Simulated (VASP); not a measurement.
The system is Hf.

```xyz
2
Lattice="0.0000 3.0438 3.0438 3.0438 0.0000 3.0438 3.0438 3.0438 0.0000" Properties=species:S:1:pos:R:3 pbc="T T T"
Hf   -0.7610   -0.7610   -0.7610
Hf    0.7610    0.7610    0.7610
```

| Quantity | Value |
| --- | --- |
| Program | VASP 6.6.1 |
| Task | relaxation of cell and atoms |
| Functional | PBE |
| Potentials or basis | VASP PAW PBE potentials, release 64 (Hf_pv) |
| Cutoff | 600 eV |
| k mesh | 12 × 12 × 12 |
| Occupations | fermi-dirac, width 0.1 eV |
| Spin | no spin polarisation |

At the start: pressure 7.8 GPa; volume 28.20 Å³/atom.

**Question.** Where does the relaxation end?

**Answer.** Over 5 steps the energy falls by 143.4 meV/atom and the volume is 34.84 Å³/atom (+23.5 %); space group Fd-3m (No. 227, to 0.05 Å).

The path:
| step | energy change (eV) | largest force (eV/Å) | pressure (GPa) | volume (Å³) |
| --- | --- | --- | --- | --- |
| 1 | 0.0000 | 0.0000 | 7.78 | 56.40 |
| 2 | -0.2843 | 0.0000 | 0.61 | 68.34 |
| 3 | -0.2868 | 0.0000 | -0.10 | 69.97 |
| 4 | -0.2869 | 0.0000 | 0.02 | 69.68 |
| 5 | -0.2869 | 0.0000 | 0.02 | 69.68 |

Final structure:
```
Hf
1.0
     0.00000    3.26611    3.26611
     3.26611    0.00000    3.26611
     3.26611    3.26611    0.00000
Hf
2
Direct
  0.87500 0.87500 0.87500
  0.12500 0.12500 0.12500
```

Caveat: the volume moved by over 15 % at a fixed basis, so the end points are rough.
